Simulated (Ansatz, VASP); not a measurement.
# One calculation of Si3N4, two programs

```
Si N
1.0
     7.61700    0.00000    0.00000
    -3.80850    6.59652    0.00000
     0.00000    0.00000    2.85513
Si N
6 8
Cartesian
  -1.5990 5.0657 0.7138
  2.4304 1.1481 2.1413
  0.2209 2.6789 0.7138
  5.4075 1.5308 2.1413
  1.3781 5.4484 0.7138
  3.5876 3.9176 2.1413
  0.0000 4.3977 0.7138
  3.8085 2.1988 2.1413
  2.3977 0.1979 0.7138
  1.0275 2.1755 2.1413
  6.2467 1.9776 0.7138
  1.4108 6.3986 2.1413
  2.7810 4.4211 0.7138
  -2.4382 4.6190 2.1413
```

Change from the starting cell: z stretched by -2 %, ions relaxed.

Alike in both runs: task relaxation of the atoms; functional PBE; k mesh 4 × 4 × 9; occupations fermi-dirac, width 0.02 eV; no spin polarisation.

|  | VASP | Ansatz |
| --- | --- | --- |
| version | VASP 6.6.1 | Ansatz 0.2.0 |
| potentials or method | VASP PAW PBE potentials, release 64 (Si, N) | plane-wave PAW, scalar-relativistic |
| plane-wave cutoff (eV) | 520 | 420 |
| valence electrons in the cell | 64 | 64 |

```csv
,VASP,Ansatz,Ansatz less VASP
"gap on the k mesh at the Fermi level, each at its own relaxed structure (eV)",4.59,4.60,+0.010
```

Ansatz's warnings: stress scf threshold loose.
